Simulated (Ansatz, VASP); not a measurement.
## AgCl in VASP and in Ansatz

```
Ag Cl
1.0
     0.00000    2.80602    2.80602
     2.80602    0.00000    2.80602
     2.80602    2.80602    0.00000
Ag Cl
1 1
Cartesian
  2.9740 2.9320 2.8060
  -0.5112 -0.3834 0.0000
```

Change from the starting cell: mode 4 frozen in at -0.511 Å and mode 5 at -0.383 Å (largest displacements).

Alike in both runs: task single point; functional PBE; k mesh 8 × 8 × 8; occupations gaussian, width 0.05 eV; no spin polarisation.

|  | VASP | Ansatz |
| --- | --- | --- |
| version | VASP 6.6.1 | Ansatz 0.2.0 |
| potentials or method | VASP PAW PBE potentials, release 64 (Ag, Cl), cutoff 520 eV | scalar-relativistic, plane waves, PAW |
| valence electrons in the cell | 18 | 26 |

|  | VASP | Ansatz | Ansatz less VASP |
| --- | --- | --- | --- |
| gap on the k mesh at the Fermi level (eV) | 1.21 | 1.21 | 0.000 |
| least direct gap on the mesh (eV) | 1.60 | 1.60 | -0.001 |
| pressure (GPa) | 11.4 | 11.6 | +0.18 |
| traceless stress, the component that is largest in VASP (GPa) | 12.10 | 12.22 | +0.122 |
| rms of the force components (eV/Å) | 1.328 | 1.344 | +0.0162 |

Atom by atom the forces differ by 0.016 eV/Å (rms over components). With one functional, cell and mesh, what is left measures potentials, basis and numerics. VASP's potentials hold 18 valence electrons a cell and Ansatz's 26, so a difference there can come from the potentials and not from the codes.
